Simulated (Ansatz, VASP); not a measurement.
## One calculation of Os, two programs

File INCAR:

```
  AGGAC = 1.0
  AGGAX = 1.0
  ALDAC = 0.0
  ALDAX = 1.0
  ALGO = Normal
  EDIFF = 1E-6
  ENCUT = 520
  GGA = B5
  ISIF = 2
  ISMEAR = -1
  LASPH = T
  LCHARG = F
  LREAL = F
  LWAVE = F
  NBANDS = 15
  NELM = 80
  PREC = Accurate
  SIGMA = 0.1
```

The input KPOINTS:

```
k-points
0
Gamma
  21 21 12
```

Contents of POSCAR:

```
Os
1.0
    2.7979514778      0.0000000000      0.0000000000
   -1.3989757389      2.4230970584      0.0000000000
    0.0000000000      0.0000000000      4.3983000374
Os
2
Direct
    0.3333333333      0.6666666667      0.2500000000
    0.6666666667      0.3333333333      0.7500000000
```

Input for Ansatz:

```yaml
crystal:
  lattice:
    - [2.7979514778, 0.0, 0.0]
    - [-1.3989757389, 2.4230970584, 0.0]
    - [0.0, 0.0, 4.3983000374]
  atoms:
    - { symbol: Os, position: [0.3333333333, 0.6666666667, 0.25] }
    - { symbol: Os, position: [0.6666666667, 0.3333333333, 0.75] }
hamiltonian:
  xc: blyp
  pseudopotentials:
    kind: paw
    azcp:
      Os: "pseudopotentials/Os.paw.azcp"
basis:
  ecutwfc: 420
  fft_grid_basis: typed
kpoints:
  mp_grid: { grid: [21, 21, 12], shift: [0, 0, 0] }
magnetization:
  spin_polarized: false
scf:
  occupations: { method: fermi_dirac, width: 0.1 }
output:
  stress: true
```

Alike in both runs: task single point; functional BLYP; k mesh 21 × 21 × 12; occupations fermi-dirac, width 0.1 eV; no spin polarisation.

```csv
,VASP,Ansatz
version,VASP 6.6.1,Ansatz 0.2.0
potentials or method,"VASP PAW PBE potentials, release 64 (Os), cutoff 520 eV","plane waves (420 eV) with PAW, scalar-relativistic"
valence electrons in the cell,16,32
```

```tsv
	VASP	Ansatz	Ansatz less VASP
pressure (GPa)	2.6	0.0	-2.60
traceless stress, the component that is largest in VASP (GPa)	0.63	0.50	-0.126
```

VASP's potentials were made for PBE, not for BLYP. VASP's potentials hold 16 valence electrons a cell and Ansatz's 32, so a difference there can come from the potentials and not from the codes.

Neither program's run includes spin-orbit coupling.
